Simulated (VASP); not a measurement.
A run of VASP 6.6.1:

File INCAR:

```
SYSTEM = Mg
PREC = Accurate ; ENCUT = 520
EDIFF = 1E-7 ; ISMEAR = -1
SIGMA = 0.1 ; LREAL = .FALSE.
LASPH = .TRUE. ; NELM = 100
ALGO = Normal ; ISIF = 2
LWAVE = .FALSE. ; LCHARG = .FALSE.
GGA = PE ; NBANDS = 7
```

File KPOINTS:

```
Automatic mesh
0
G
  14 14 14
  0 0 0
```

POSCAR

```
Mg
1.0
    0.0000000000      2.2623124468      2.2623124468
    2.2623124468      0.0000000000      2.2623124468
    2.2623124468      2.2623124468      0.0000000000
Mg
1
Direct
    0.0000000000      0.0000000000      0.0000000000
```

Potentials or basis: VASP PAW PBE potentials, release 64 (Mg).

Launch:

```bash
$ cat potpaw_PBE.64/Mg/POTCAR > POTCAR
$ mpirun -np 1 vasp_std > vasp.out
```

Hardware: 1 thread of Intel(R) Xeon(R) Platinum 8488C (Sapphire Rapids), on a shared host.

Problem. Estimate the wall time of this run.

Solution. Run time: 6.1 s on 1 thread of Intel(R) Xeon(R) Platinum 8488C (Sapphire Rapids), with other jobs on the host, peak memory 0.14 GiB. Counts: scf iterations 11, k points 104.
